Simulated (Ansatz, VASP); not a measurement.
# Two plane-wave programs on Mg3BeS

```
Mg Be S
1.0
     7.26541    0.00000    0.00000
    -3.63270    6.29203    0.00000
     0.00000    0.00000    4.24851
Mg Be S
6 2 2
Direct
  0.00000 0.66182 0.75475
  0.33818 0.33818 0.75475
  0.66182 0.00000 0.75475
  0.66182 0.66182 0.24525
  0.00000 0.33818 0.24525
  0.33818 0.00000 0.24525
  0.00000 0.00000 0.25668
  0.00000 0.00000 0.74332
  0.66667 0.33333 0.50000
  0.33333 0.66667 0.50000
```

Change from the starting cell: species swapped into the AlSiTe3 type (P-31m, No. 162).

Alike in both runs: functional PBE; k mesh 3 × 3 × 4; occupations gaussian, width 0.1 eV; no spin polarisation.

Ansatz relaxed the structure, and its values are those at the end. VASP's run is a single point on that final structure, the one shown.

|  | VASP | Ansatz |
| --- | --- | --- |
| version | VASP 6.6.1 | Ansatz 0.2.0 |
| potentials or method | VASP PAW PBE potentials, release 64 (Mg, Be, S), cutoff 520 eV | scalar-relativistic, plane waves, PAW |
| valence electrons in the cell | 28 | 76 |

```tsv
	VASP	Ansatz	Ansatz less VASP
gap on the k mesh at the Fermi level (eV)	none	none	-
pressure (GPa)	-0.1	0.0	+0.12
```

A gap of «none» marks a metal or a gap that the smearing closes. VASP's potentials hold 28 valence electrons a cell and Ansatz's 76, so a difference there can come from the potentials and not from the codes.

The k mesh is coarse, so the values compare programs but aren't converged.
